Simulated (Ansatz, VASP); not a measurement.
## Ca in VASP and in Ansatz

File POSCAR:

```
Ca
1.0
   -2.2706887450      2.2706887450      2.1798611952
    2.2706887450     -2.2706887450      2.1798611952
    2.2706887450      2.2706887450     -2.1798611952
Ca
1
Direct
    0.0000000000      0.0000000000      0.0000000000
```

The input INCAR.step1:

```
ALGO = Normal
EDIFF = 1E-4
ENCUT = 520
GGA = PE
ISMEAR = 0
LASPH = True
LCHARG = False
LREAL = False
LWAVE = True
NBANDS = 11
NELM = 80
PREC = Accurate
SIGMA = 0.15
```

INCAR.step2

```
ALGO = Normal
EDIFF = 1E-6
ENCUT = 520
ISIF = 2
ISMEAR = 0
ISTART = 1
LASPH = True
LCHARG = False
LMIXTAU = True
LREAL = False
LWAVE = False
METAGGA = R2SCAN
NBANDS = 11
NELM = 80
PREC = Accurate
SIGMA = 0.15
```

KPOINTS

```
k-points
0
Gamma
  16 16 16
```

Input for Ansatz:

```yaml
crystal:
  lattice:
    - [-2.270688745, 2.270688745, 2.1798611952]
    - [2.270688745, -2.270688745, 2.1798611952]
    - [2.270688745, 2.270688745, -2.1798611952]
  atoms:
    - { symbol: Ca, position: [0.0, 0.0, 0.0] }
basis:
  ecutwfc: 500
kpoints:
  mp_grid: { grid: [16, 16, 16] }
hamiltonian:
  xc: r2scan
scf:
  occupations: { method: gaussian, width: 0.15 }
output:
  forces: true
  stress: true
  eigenvalues: true
```

Alike in both runs: task single point; functional r2SCAN; k mesh 16 × 16 × 16; occupations gaussian, width 0.15 eV; no spin polarisation.

```csv
,VASP,Ansatz
version,VASP 6.6.1,Ansatz 0.2.0
potentials or method,"VASP PAW PBE potentials, release 64 (Ca_sv), cutoff 520 eV","scalar-relativistic, plane waves, PAW"
valence electrons in the cell,10,10
```

```tsv
	VASP	Ansatz	Ansatz less VASP
gap on the k mesh at the Fermi level (eV)	none	none	-
pressure (GPa)	-0.6	-0.6	-0.04
traceless stress, the component that is largest in VASP (GPa)	0.06	0.06	0.000
```

VASP's potentials were made for PBE, not for r2SCAN. A gap of «none» marks a metal or a gap that the smearing closes.
